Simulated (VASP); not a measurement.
# Na3Zn2N (P6/mmm) in VASP: further runs

Runs on Na3Zn2N. Level: PBE. Tasks: single point.

Program: VASP 6.6.1. These are calculated values, not measurements. Logs are shortened: lines on timing, memory, paths and dates and some standing lists are left out, and cuts for length are marked.

**1. The cell of the first run**

Symmetry: P6/mmm, No. 191, hexagonal system. The conventional cell has a = 5.051 Å, b = 5.051 Å, c = 5.368 Å, α = 90.00°, β = 90.00°, γ = 120.00°. Within 3.5 Å of Na (site symmetry 6/mmm) lie 2 N at 2.68 Å and 6 Na at 2.92 Å. Na (site symmetry -6m2) has 2 Zn at 2.68 Å and 6 Na at 2.92 Å within 3.5 Å. Zn (site symmetry -6m2) has 2 Na at 2.68 Å and 3 N at 2.92 Å and 3 Zn at 2.92 Å within 3.5 Å. Within 3.5 Å of N (site symmetry 6/mmm) lie 2 Na at 2.68 Å and 6 Zn at 2.92 Å.

The cell was generated, and may not be a known phase.

**2. Single point, PBE**

File INCAR:

```
SYSTEM = Na3Zn2N
PREC = Accurate
ENCUT = 520
EDIFF = 1E-7
ISMEAR = 0
SIGMA = 0.1
LREAL = .FALSE.
LASPH = .TRUE.
NELM = 60
ALGO = Normal
ISIF = 2
LWAVE = .FALSE.
LCHARG = .FALSE.
GGA = PE
NBANDS = 34
```

File KPOINTS:

```
regular mesh
0
G
  12 12 8
  0 0 0
```

File POSCAR:

```
Na3Zn2N
1.0
    5.0514538241      0.0000000000      0.0000000000
   -2.5257269120      4.3746873378      0.0000000000
    0.0000000000      0.0000000000      5.3679980428
Na Zn N
3 2 1
Direct
    0.0000000000      0.0000000000      0.5000000000
    0.3333333333      0.6666666667      0.5000000000
    0.6666666667      0.3333333333      0.5000000000
    0.3333333333      0.6666666667      0.0000000000
    0.6666666667      0.3333333333      0.0000000000
    0.0000000000      0.0000000000      0.0000000000
```

Potentials or basis: VASP PAW PBE potentials, release 64 (Na_pv, Zn, N).

The run is started by

```
$ cat potpaw_PBE.64/Na_pv/POTCAR potpaw_PBE.64/Zn/POTCAR potpaw_PBE.64/N/POTCAR > POTCAR
$ mpirun -np 1 vasp_std > vasp.out
```

OUTCAR:

```text
SYSTEM = Na3Zn2N
   PREC = Accurate
   ENCUT = 520
   EDIFF = 1E-7
   ISMEAR = 0
   LREAL = .FALSE.
   LASPH = .TRUE.
   NELM = 60
   ISIF = 2
   GGA = PE

 ion  position               nearest neighbor table
   1  0.000  0.000  0.500-
   2  0.333  0.667  0.500-   4 2.68   4 2.68
   3  0.667  0.333  0.500-   5 2.68   5 2.68
   4  0.333  0.667  0.000-   2 2.68   2 2.68   5 2.92   5 2.92   5 2.92
   5  0.667  0.333  0.000-   3 2.68   3 2.68   4 2.92   4 2.92   4 2.92
   6  0.000  0.000  0.000-

  LATTYP: Found a hexagonal cell.
 ALAT       =     5.0514538241
 C/A-ratio  =     1.0626639834

  Lattice vectors:

 A1 = (   5.0514538241,   0.0000000000,   0.0000000000)
 A2 = (  -2.5257269120,   4.3746873378,   0.0000000000)
 A3 = (   0.0000000000,   0.0000000000,   5.3679980428)

Analysis of symmetry for initial positions (statically):
=====================================================================
 Subroutine PRICEL returns:
 Original cell was already a primitive cell.

 Routine SETGRP: Setting up the symmetry group for a
 hexagonal supercell.

 Subroutine GETGRP returns: Found 24 space group operations
 (whereof 24 operations were pure point group operations)
 out of a pool of 24 trial point group operations.

The static configuration has the point symmetry D_6h.

Analysis of symmetry for dynamics (positions and initial velocities):
=====================================================================
 Subroutine PRICEL returns:
 Original cell was already a primitive cell.

 Routine SETGRP: Setting up the symmetry group for a
 hexagonal supercell.

 Subroutine GETGRP returns: Found 24 space group operations
 (whereof 24 operations were pure point group operations)
 out of a pool of 24 trial point group operations.

The dynamic configuration has the point symmetry D_6h.

 Subroutine INISYM returns: Found 24 space group operations
 (whereof 24 operations are pure point group operations),
 and found     1 'primitive' translations

----------------------------------------------------------------------------------------

                                     Primitive cell

  volume of cell :     118.6249

  direct lattice vectors                    reciprocal lattice vectors
     5.051453824  0.000000000  0.000000000     0.197962811  0.114293882  0.000000000
    -2.525726912  4.374687338  0.000000000     0.000000000  0.228587765  0.000000000
     0.000000000  0.000000000  5.367998043     0.000000000  0.000000000  0.186289189

[... 94 lines left out ...]
   NSW    =      0    number of steps for IOM
   IBRION =     -1    ionic relax: 0-MD 1-quasi-New 2-CG
   NFREE  =      0    steps in history (QN), initial steepest desc. (CG)
   ISIF   =      2    stress and relaxation
   ISYM   =      2    0-nonsym 1-usesym 2-fastsym
   POTIM  = 0.5000    time-step for ionic-motion
   TEBEG  =    0.0;   TEEND  =   0.0 temperature during run
   PSTRESS=    0.0 pullay stress
   NELECT =      50.0000    total number of electrons
   NUPDOWN=      -1.0000    fix difference up-down
   EMIN   =  10.00;   EMAX   =-10.00  energy-range for DOS
   EFERMI =   0.00;   METHOD = LEGACY
   ISMEAR =     0;   SIGMA  =   0.10  broadening in eV -4-tet -1-fermi 0-gaus
   EFERMI_NEDOS =   21; number of points for ismear=-14 and -15
   IALGO  =     38    algorithm
   IMIX   =      4    mixing-type and parameters
     AMIX     =   0.40;   BMIX     =  1.00
     AMIX_MAG =   1.60;   BMIX_MAG =  1.00
  volume/ion in A,a.u.               =      19.77       133.42
  Fermi-wavevector in a.u.,A,eV,Ry     =   1.227457  2.319557 20.499223  1.506650
  Thomas-Fermi vector in A             =   2.362419
   LORBIT       =      0    0 simple, 1 ext, 2 COOP (PROOUT), +10 PAW based schemes
   GGA     = PE    functional components
   LHFCALC =     F    Hartree Fock is set to
   AEXX    =    0.0000 exact exchange contribution
   IVDW    =     0    specifies the selected vdW correction
   LEPSILON=     F    determine dielectric tensor
   LRPA    =     F    only Hartree local field effects (RPA)
 non-spin polarized calculation
 Gauss-broadening in eV      SIGMA  =   0.10
  energy-cutoff  :      520.00
  volume of cell :      118.62
 maximum number of plane-waves:      3224
 NGX is ok and might be reduce to    40
   NGX = 19   NGY = 19   NGZ = 19

 number of electron      49.9999998 magnetization

 Free energy of the ion-electron system (eV)
  ---------------------------------------------------
  ext. energy  EPLUGINS =         0.00000000
  ---------------------------------------------------
  free energy    TOTEN  =        -9.02258857 eV

  energy without entropy =       -9.00289185  energy(sigma->0) =       -9.01274021

 E-fermi :   1.6641     XC(G=0):  -8.8862

 val. band max:        1.6583897597   @ k =   0.3333   0.2500   0.3750
 cond. band min:       1.6685290283   @ k =   0.0833   0.0833   0.2500
 fundamental gap:      0.0101392686
 Fermi energy:         1.6640941371

 k-point     1 :       0.0000    0.0000    0.0000
  band No.  band energies     occupation
      1     -23.7144      2.00000
      2     -23.7144      2.00000
      3     -23.6135      2.00000
      4     -23.6135      2.00000
      5     -23.5873      2.00000
      6     -23.5495      2.00000
[... 877 lines left out ...]
     33       7.3851      0.00000
     34       8.0476      0.00000

 [... further k-points ...]

------------------------ aborting loop because EDIFF is reached ----------------------------------------

  FORCE on cell =-STRESS in cart. coord.  units (eV):
  Direction    XX          YY          ZZ          XY          YZ          ZX
  --------------------------------------------------------------------------------------
  -------------------------------------------------------------------------------------
  Total        0.0117190      0.0117190      0.0481580      0.0000000      0.0000000      0.0000000
  in kB        0.1582791      0.1582791      0.6504338      0.0000000      0.0000000      0.0000000
  external PRESSURE =       0.3223307 kB  Pullay stress =       0.0000000 kB

 VOLUME and BASIS-vectors are now :
 -----------------------------------------------------------------------------
  energy-cutoff  :      520.00
  volume of cell :      118.62
      direct lattice vectors                 reciprocal lattice vectors
     5.051453824  0.000000000  0.000000000     0.197962811  0.114293882  0.000000000
    -2.525726912  4.374687338  0.000000000     0.000000000  0.228587765  0.000000000
     0.000000000  0.000000000  5.367998043     0.000000000  0.000000000  0.186289189

 POSITION                                       TOTAL-FORCE (eV/Angst)
 -----------------------------------------------------------------------------------
      0.00000      0.00000      2.68400         0.000000      0.000000      0.000000
     -0.00000      2.91646      2.68400         0.000000      0.000000      0.000000
      2.52573      1.45823      2.68400         0.000000     -0.000000      0.000000
     -0.00000      2.91646      0.00000         0.000000      0.000000      0.000000
      2.52573      1.45823      0.00000        -0.000000     -0.000000      0.000000
      0.00000      0.00000      0.00000         0.000000      0.000000      0.000000
 -----------------------------------------------------------------------------------
    total drift:                                0.000000     -0.000000     -0.000000

  FREE ENERGIE OF THE ION-ELECTRON SYSTEM (eV)
  ---------------------------------------------------
  free  energy   TOTEN  =        -9.0225885729 eV

  energy  without entropy=       -9.0028918542  energy(sigma->0) =       -9.01274021
```

OSZICAR:

```text
N       E                     dE             d eps       ncg     rms          rms(c)
DAV:   1     0.412039037624E+03    0.41204E+03   -0.25173E+04  6460   0.186E+03
DAV:   2     0.315254691722E+02   -0.38051E+03   -0.37003E+03  6500   0.450E+02
DAV:   3    -0.102376319518E+02   -0.41763E+02   -0.39600E+02  8152   0.144E+02
DAV:   4    -0.123054640616E+02   -0.20678E+01   -0.20127E+01  7010   0.270E+01
[... 10 lines left out ...]
DAV:  15    -0.902269178975E+01    0.12237E-02   -0.29270E-03  7854   0.169E-01    0.902E-02
DAV:  16    -0.902261676160E+01    0.75028E-04   -0.13094E-04  7046   0.508E-02    0.470E-02
DAV:  17    -0.902259186294E+01    0.24899E-04   -0.19439E-04  7828   0.426E-02    0.173E-02
DAV:  18    -0.902258862130E+01    0.32416E-05   -0.22661E-05  6620   0.214E-02    0.205E-03
DAV:  19    -0.902258857293E+01    0.48373E-07   -0.82622E-07  6430   0.512E-03
   1 F= -.90225886E+01 E0= -.90127402E+01  d E =-.196967E-01
```

stdout:

```text
POSCAR found type information on POSCAR NaZnN
 POSCAR found :  3 types and       6 ions
 scaLAPACK will be used
 LDA part: xc-table for (Slater+PW92), standard interpolation
 POSCAR, INCAR and KPOINTS ok, starting setup
 FFT: planning ... GRIDC
 FFT: planning ... GRID_SOFT
 FFT: planning ... GRID
 WAVECAR not read
 entering main loop
```

It took 4.2 min on 1 thread of Intel Xeon 6975P-C (Granite Rapids), shared host; peak memory 0.44 GiB.

What came out:

* Free energy: -9.0226 eV
* Pressure: 0.0 GPa
* Band gap on the k mesh: zero (bands 25 and 26 overlap by 0.44 eV)

(Part 1 of 2 ends here.)

The gap in the log of VASP goes by the Fermi energy; the results here count the filled bands.